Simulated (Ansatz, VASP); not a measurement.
# One calculation of InSbO4, two programs

Contents of INCAR:

```
  PREC = Accurate
  ENCUT = 600
  EDIFF = 1E-7
  ISMEAR = 0
  SIGMA = 0.1
  LREAL = F
  LASPH = T
  NELM = 80
  ALGO = Normal
  ISIF = 3
  LWAVE = F
  LCHARG = F
  GGA = PE
  IBRION = 2
  NSW = 90
  EDIFFG = -0.04
```

KPOINTS

```
Automatic mesh
0
Gamma
  6 6 4
```

POSCAR

```
InSbO4
1.0
    4.5945144800      0.0000000000      0.0000000000
   -2.2972572400      3.9789662600      0.0000000000
    0.0000000000      0.0000000000      5.5046368400
In Sb O
1 1 4
Direct
    0.0000000000      0.0000000000      0.5000000000
    0.0000000000      0.0000000000      0.0000000000
    0.3333333300      0.6666666700      0.5000000000
    0.6666666700      0.3333333300      0.5000000000
    0.3333333300      0.6666666700      0.0000000000
    0.6666666700      0.3333333300      0.0000000000
```

Input for Ansatz:

```yaml
crystal:
  lattice:
    - [4.59451448, 0.0, 0.0]
    - [-2.29725724, 3.97896626, 0.0]
    - [0.0, 0.0, 5.50463684]
  atoms:
    - { symbol: In, position: [0.0, 0.0, 0.5] }
    - { symbol: Sb, position: [0.0, 0.0, 0.0] }
    - { symbol: O, position: [0.33333333, 0.66666667, 0.5] }
    - { symbol: O, position: [0.66666667, 0.33333333, 0.5] }
    - { symbol: O, position: [0.33333333, 0.66666667, 0.0] }
    - { symbol: O, position: [0.66666667, 0.33333333, 0.0] }
basis:
  ecutwfc: 420
kpoints:
  mp_grid: { grid: [6, 6, 4] }
hamiltonian:
  xc: pbe
scf:
  occupations: { method: gaussian, width: 0.1 }
  lower_state_search: "off"
output:
  forces: true
  stress: true
  eigenvalues: true
relax:
  adjacent_minimum: "off"
  f_tol: 0.04
  max_steps: 70
  cell: { stress_tol: 0.4 }
```

Alike in both runs: task relaxation of cell and atoms; functional PBE; k mesh 6 × 6 × 4; occupations gaussian, width 0.1 eV; no spin polarisation.

|  | VASP | Ansatz |
| --- | --- | --- |
| version | VASP 6.6.1 | Ansatz 0.2.0 |
| potentials or method | VASP PAW PBE potentials, release 64 (In_d, Sb, O), cutoff 600 eV | scalar-relativistic, plane waves, PAW |
| valence electrons in the cell | 42 | 52 |

Ansatz gave:

```
gap on the k mesh at the Fermi level, each at its own relaxed structure (eV) : none
relaxed volume (Å³/atom)                                                     : 18.74
relaxed cell length with the largest relative difference (Å)                 : 8.550
```

**Question.** Which values does VASP return?

**Answer.** gap on the k mesh at the Fermi level, each at its own relaxed structure (eV): none; relaxed volume (Å³/atom): 14.75; relaxed cell length with the largest relative difference (Å): 6.836.

A gap of «none» marks a metal or a gap that the smearing closes. One of these differences is far larger than is usual between the two programs; its cause wasn't traced. VASP's potentials hold 42 valence electrons a cell and Ansatz's 52, so a difference there can come from the potentials and not from the codes.

Neither program's run includes spin-orbit coupling.
